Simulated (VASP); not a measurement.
# C (Fd-3m) in VASP: notebook, part 2 of 2

VASP 6.6.1.

## 3. Single point, PBE

This run uses another cell than the first one, of 5.64 Å³/atom, 1.130 times its volume.

File INCAR:

```
SYSTEM = C
ALGO     = Normal         ! electronic algorithm
EDIFF    = 1E-7           ! SCF threshold, eV
ENCUT    = 520            ! plane-wave cutoff, eV
GGA      = PE             ! functional
ISIF     = 2              ! what is computed and relaxed
ISMEAR   = 0              ! smearing method
LASPH    = .True.         ! aspherical terms in the spheres
LCHARG   = .True.         ! write CHGCAR
LELF     = .True.         ! ELF
LREAL    = .False.        ! projectors in reciprocal space
LVHAR    = .True.       
LWAVE    = .False.        ! write WAVECAR
NBANDS   = 11             ! bands
NELM     = 80             ! most SCF steps
PREC     = Accurate       ! precision mode
SIGMA    = 0.01           ! smearing width, eV
```

File KPOINTS:

```
k-points
0
Gamma
  6 6 6
  0 0 0
```

File POSCAR:

```
C
1.0
    0.0000000000      1.7801241411      1.7801241411
    1.7801241411      0.0000000000      1.7801241411
    1.7801241411      1.7801241411      0.0000000000
C
2
Direct
    0.0000000000      0.0000000000      0.0000000000
    0.2500000000      0.2500000000      0.2500000000
```

Potentials or basis: VASP PAW PBE potentials, release 64 (C).

Launch:

```
> cat potpaw_PBE.64/C/POTCAR > POTCAR
> mpirun -np 1 vasp_std > vasp.out
```

OUTCAR:

```text
SYSTEM = C
   EDIFF = 1E-7
   ENCUT = 520
   GGA = PE
   ISIF = 2
   ISMEAR = 0
   LASPH = .True.
   LREAL = .False.
   NELM = 80
   PREC = Accurate

 ion  position               nearest neighbor table
   1  0.000  0.000  0.000-   2 1.54   2 1.54   2 1.54   2 1.54
   2  0.250  0.250  0.250-   1 1.54   1 1.54   1 1.54   1 1.54

  LATTYP: Found a face centered cubic cell.
 ALAT       =     3.5602482822

  Lattice vectors:

 A1 = (   0.0000000000,   1.7801241411,   1.7801241411)
 A2 = (   1.7801241411,   0.0000000000,   1.7801241411)
 A3 = (   1.7801241411,   1.7801241411,   0.0000000000)

Analysis of symmetry for initial positions (statically):
=====================================================================
 Subroutine PRICEL returns:
 Original cell was already a primitive cell.

 Routine SETGRP: Setting up the symmetry group for a
 face centered cubic supercell.

 Subroutine GETGRP returns: Found 48 space group operations
 (whereof 24 operations were pure point group operations)
 out of a pool of 48 trial point group operations.

The static configuration has the point symmetry T_d .
 The point group associated with its full space group is O_h .

Analysis of symmetry for dynamics (positions and initial velocities):
=====================================================================
 Subroutine PRICEL returns:
 Original cell was already a primitive cell.

 Routine SETGRP: Setting up the symmetry group for a
 face centered cubic supercell.

 Subroutine GETGRP returns: Found 48 space group operations
 (whereof 24 operations were pure point group operations)
 out of a pool of 48 trial point group operations.

The dynamic configuration has the point symmetry T_d .
 The point group associated with its full space group is O_h .

 Subroutine INISYM returns: Found 48 space group operations
 (whereof 24 operations are pure point group operations),
 and found     1 'primitive' translations

----------------------------------------------------------------------------------------

                                     Primitive cell

  volume of cell :      11.2819

  direct lattice vectors                    reciprocal lattice vectors
     0.000000000  1.780124141  1.780124141    -0.280879287  0.280879287  0.280879287
     1.780124141  0.000000000  1.780124141     0.280879287 -0.280879287  0.280879287
     1.780124141  1.780124141  0.000000000     0.280879287  0.280879287 -0.280879287

  length of vectors
     2.517475703  2.517475703  2.517475703     0.486497196  0.486497196  0.486497196

  position of ions in fractional coordinates (direct lattice)
     0.000000000  0.000000000  0.000000000
     0.250000000  0.250000000  0.250000000

  ion indices of the primitive-cell ions
   primitive index   ion index
                 1           1
                 2           2

----------------------------------------------------------------------------------------

 KPOINTS: k-points

Automatic generation of k-mesh.
 Grid dimensions read from file:
 generate k-points for:    6    6    6

[... 21 lines left out ...]
  0.166667  0.000000  0.000000      8.000000
  0.333333  0.000000  0.000000      8.000000
  0.500000  0.000000  0.000000      4.000000
  0.166667  0.166667  0.000000      6.000000
  0.333333  0.166667  0.000000     24.000000
[... 8 lines left out ...]
 -0.333333  0.333333  0.166667     24.000000
 -0.333333  0.500000  0.166667     12.000000
   k-points           NKPTS =     16   k-points in BZ     NKDIM =     16   number of bands    NBANDS=     11
   number of dos      NEDOS =    301   number of ions     NIONS =      2
   total plane-waves  NPLWV =   8000
   dimension x,y,z NGX =    20 NGY =   20 NGZ =   20
   dimension x,y,z NGXF=    40 NGYF=   40 NGZF=   40
   ions per type =               2
   NGX,Y,Z   is equivalent  to a cutoff of  13.21, 13.21, 13.21 a.u.
   NGXF,Y,Z  is equivalent  to a cutoff of  26.41, 26.41, 26.41 a.u.
 SYSTEM =  C
   PREC   = accura    normal or accurate (medium, high low for compatibility)
   ISTART =      0    job   : 0-new  1-cont  2-samecut
   ICHARG =      2    charge: 1-file 2-atom 10-const
   ISPIN  =      1    spin polarized calculation?
   LNONCOLLINEAR =      F non collinear calculations
   LSORBIT =      F    spin-orbit coupling
   LASPH  =      T    aspherical Exc in radial PAW
   ENCUT  =  520.0 eV  38.22 Ry    6.18 a.u.   4.68  4.68  4.68*2*pi/ulx,y,z
   NELM   =     80;   NELMIN=  2; NELMDL= -5     # of ELM steps
   EDIFF  = 0.1E-06   stopping-criterion for ELM
   LREAL  =      F    real-space projection
   EDIFFG = 0.1E-05   stopping-criterion for IOM
   NSW    =      0    number of steps for IOM
   IBRION =     -1    ionic relax: 0-MD 1-quasi-New 2-CG
   NFREE  =      0    steps in history (QN), initial steepest desc. (CG)
   ISIF   =      2    stress and relaxation
   ISYM   =      2    0-nonsym 1-usesym 2-fastsym
   POTIM  = 0.5000    time-step for ionic-motion
   TEBEG  =    0.0;   TEEND  =   0.0 temperature during run
   PSTRESS=    0.0 pullay stress
   NELECT =       8.0000    total number of electrons
   NUPDOWN=      -1.0000    fix difference up-down
   EMIN   =  10.00;   EMAX   =-10.00  energy-range for DOS
   EFERMI =   0.00;   METHOD = LEGACY
   ISMEAR =     0;   SIGMA  =   0.01  broadening in eV -4-tet -1-fermi 0-gaus
   EFERMI_NEDOS =   21; number of points for ismear=-14 and -15
   IALGO  =     38    algorithm
   IMIX   =      4    mixing-type and parameters
     AMIX     =   0.40;   BMIX     =  1.00
     AMIX_MAG =   1.60;   BMIX_MAG =  1.00
  volume/ion in A,a.u.               =       5.64        38.07
  Fermi-wavevector in a.u.,A,eV,Ry     =   1.459860  2.758735 28.996616  2.131191
  Thomas-Fermi vector in A             =   2.576377
   LORBIT       =      0    0 simple, 1 ext, 2 COOP (PROOUT), +10 PAW based schemes
   GGA     = PE    functional components
   LHFCALC =     F    Hartree Fock is set to
   AEXX    =    0.0000 exact exchange contribution
   IVDW    =     0    specifies the selected vdW correction
   LEPSILON=     F    determine dielectric tensor
   LRPA    =     F    only Hartree local field effects (RPA)
 non-spin polarized calculation
 Gauss-broadening in eV      SIGMA  =   0.01
  energy-cutoff  :      520.00
  volume of cell :       11.28
 maximum number of plane-waves:       310
   NGX =  9   NGY =  9   NGZ =  9

 number of electron       7.9999999 magnetization

 Free energy of the ion-electron system (eV)
  ---------------------------------------------------
  ext. energy  EPLUGINS =         0.00000000
  ---------------------------------------------------
  free energy    TOTEN  =       -18.17431663 eV

  energy without entropy =      -18.17431663  energy(sigma->0) =      -18.17431663

 E-fermi :   9.9668     XC(G=0): -13.2769

 val. band max:        9.8128306041   @ k =   0.0000   0.0000   0.0000
 cond. band min:      13.9768855090   @ k =   0.3333   0.3333   0.0000
 fundamental gap:      4.1640549049
 Fermi energy:         9.9667998493

 k-point     1 :       0.0000    0.0000    0.0000
  band No.  band energies     occupation
      1     -11.7395      2.00000
      2       9.8128      2.00000
      3       9.8128      2.00000
      4       9.8128      2.00000
      5      15.4168      0.00000
      6      15.4168      0.00000
      7      15.4168      0.00000
      8      23.2703      0.00000
      9      29.1755      0.00000
     10      36.4047      0.00000
     11      36.4047      0.00000
[... 197 lines left out ...]
 k-point    16 :      -0.3333    0.5000    0.1667
  band No.  band energies     occupation
      1      -2.4408      2.00000
      2      -2.4408      2.00000
      3       1.9592      2.00000
      4       1.9592      2.00000
      5      18.0581      0.00000
      6      18.0581      0.00000
      7      24.3946      0.00000
      8      24.3946      0.00000
      9      31.5923      0.00000
     10      31.5923      0.00000
     11      40.5788      0.00000

------------------------ aborting loop because EDIFF is reached ----------------------------------------

  FORCE on cell =-STRESS in cart. coord.  units (eV):
  Direction    XX          YY          ZZ          XY          YZ          ZX
  --------------------------------------------------------------------------------------
  -------------------------------------------------------------------------------------
  Total        0.3506930      0.3506930      0.3506930      0.0000000      0.0000000     -0.0000000
  in kB       49.8031438     49.8031438     49.8031438      0.0000000      0.0000000     -0.0000000
  external PRESSURE =      49.8031438 kB  Pullay stress =       0.0000000 kB

 VOLUME and BASIS-vectors are now :
 -----------------------------------------------------------------------------
  energy-cutoff  :      520.00
  volume of cell :       11.28
      direct lattice vectors                 reciprocal lattice vectors
     0.000000000  1.780124141  1.780124141    -0.280879287  0.280879287  0.280879287
     1.780124141  0.000000000  1.780124141     0.280879287 -0.280879287  0.280879287
     1.780124141  1.780124141  0.000000000     0.280879287  0.280879287 -0.280879287

 POSITION                                       TOTAL-FORCE (eV/Angst)
 -----------------------------------------------------------------------------------
      0.00000      0.00000      0.00000         0.000000     -0.000000     -0.000000
      0.89006      0.89006      0.89006        -0.000000      0.000000      0.000000
 -----------------------------------------------------------------------------------
    total drift:                                0.000000      0.000000      0.000000

  FREE ENERGIE OF THE ION-ELECTRON SYSTEM (eV)
  ---------------------------------------------------
  free  energy   TOTEN  =       -18.1743166349 eV

  energy  without entropy=      -18.1743166349  energy(sigma->0) =      -18.17431663
```

It took 3.3 s on 1 thread of AMD EPYC 7R13 (Zen 3), shared host; peak memory 0.08 GiB.

What came out:

```yaml
Free_energy: -18.1743 eV
Pressure: 5.0 GPa
Band_gap_on_the_k_mesh: 4.16 eV, indirect (least direct gap 5.60 eV)
```

Levels at points of the mesh, in eV from the valence-band top:
| k point | band 1 | band 2 | band 3 | band 4 | band 5 | band 6 | band 7 | band 8 |
| --- | --- | --- | --- | --- | --- | --- | --- | --- |
| (0.00, 0.00, 0.00) | -21.55 | 0.00 | 0.00 | 0.00 | 5.60 | 5.60 | 5.60 | 13.46 |
| (0.50, 0.00, 0.00) | -15.74 | -13.43 | -2.81 | -2.81 | 8.48 | 8.48 | 8.92 | 15.75 |
| (0.50, 0.50, 0.00) | -12.80 | -12.80 | -6.33 | -6.33 | 4.77 | 4.77 | 16.89 | 16.89 |

Caveat: the k points lie up to 0.51 Å⁻¹ apart. A k mesh can miss the band edges.
